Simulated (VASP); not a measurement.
## Co: single point with PBE

Crystal: Co.

```xyz
1
Lattice="0.0000 1.7895 1.7895 1.7895 0.0000 1.7895 1.7895 1.7895 0.0000" Properties=species:S:1:pos:R:3 pbc="T T T"
Co    0.0000    0.0000    0.0000
```

| Property | Result |
| --- | --- |
| Program | VASP 6.6.1 |
| Task | single point |
| Functional | PBE |
| Potentials or basis | VASP PAW PBE potentials, release 64 (Co) |
| Cutoff | 520 eV |
| k mesh | 14 × 14 × 14 |
| Occupations | gaussian, width 0.1 eV |
| Spin | collinear spin, ferromagnetic start |
| Starting moments | [1.72] μB |
| Fixed moment | 1.72 μB |
| Dipole correction | no |
| Further INCAR settings | ALGO = Normal; EDIFF = 1e-06; NBANDS = 14 |

```
Pressure                                              : -8.9 GPa
Net moment                                            : 1.72 μB per cell
Site moments                                          : Co +1.75 μB
Valence electrons inside the program's atomic spheres : Co 8.17
```

Run time: 16 s on 1 thread of Intel(R) Xeon(R) 6975P-C (Granite Rapids) (shared host), peak memory 0.15 GiB.

Caveat: the total moment is fixed, so each spin has its own Fermi level.
